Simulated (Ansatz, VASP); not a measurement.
## GaP: VASP beside Ansatz

The input POSCAR:

```
GaP
1.0
    0.0000000000      2.7252500000      2.7252500000
    2.7252500000      0.0000000000      2.7252500000
    2.7252500000      2.7252500000      0.0000000000
Ga P
1 1
Direct
    0.0000000000      0.0000000000      0.0000000000
    0.7500000000      0.7500000000      0.7500000000
```

File INCAR.step1:

```
ALGO = Normal
EDIFF = 1E-5
ENCUT = 520
GGA = PE
ISIF = 2
ISMEAR = 0
LASPH = True
LCHARG = False
LREAL = False
LWAVE = True
NBANDS = 16
NELM = 80
PREC = Accurate
SIGMA = 0.01
```

INCAR.step2

```
ALGO = Normal
EDIFF = 1E-6
ENCUT = 520
GGA = PE
HFSCREEN = 0.2079
ISIF = 2
ISMEAR = 0
ISTART = 1
LASPH = True
LCHARG = False
LHFCALC = True
LREAL = False
LWAVE = False
NBANDS = 16
NELM = 80
PREC = Accurate
PRECFOCK = Normal
SIGMA = 0.01
```

The input KPOINTS:

```
k-points
0
Gamma
  6 6 6
```

Contents of input:

```
crystal:
  lattice:
    - [0.0, 2.72525, 2.72525]
    - [2.72525, 0.0, 2.72525]
    - [2.72525, 2.72525, 0.0]
  atoms:
    - { symbol: Ga, position: [0.0, 0.0, 0.0] }
    - { symbol: P, position: [0.75, 0.75, 0.75] }
kpoints:
  mp_grid: { grid: [6, 6, 6] }
  band_path:
    path:
      - [0.0, 0.0, 0.0]
      - [-0.5, -0.5, 0.0]
      - [-0.375, -0.375, 0.25]
      - [-0.375, 0.0, 0.375]
      - [0.0, 0.0, 0.5]
      - [-0.5, -0.25, 0.25]
      - [0.0, 0.424479, 0.424479]
    npoints: 1
hamiltonian:
  xc: hse06
scf:
  occupations: { method: fixed }
  n_extra_bands: 4
output:
  forces: true
  stress: true
  eigenvalues: true
```

Alike in both runs: functional HSE06; k mesh 6 × 6 × 6; no spin polarisation.

```csv
,VASP,Ansatz
version,VASP 6.6.1,Ansatz 0.2.0
potentials or method,"VASP PAW PBE potentials, release 64 (Ga_d, P)",Ansatz PAW
plane-wave cutoff (eV),520,420
occupations,"gaussian, width 0.01 eV",fixed
valence electrons in the cell,18,18
task,single point,band structure
```

VASP gave:

| Item | Value |
| --- | --- |
| gap on the k mesh at the Fermi level (eV) | 2.29 |
| least direct gap on the mesh (eV) | 2.80 |
| pressure (GPa) | 0.6 |

Q: Estimate Ansatz's values.

A: gap on the k mesh at the Fermi level (eV): 2.29; least direct gap on the mesh (eV): 2.80; pressure (GPa): 0.7.
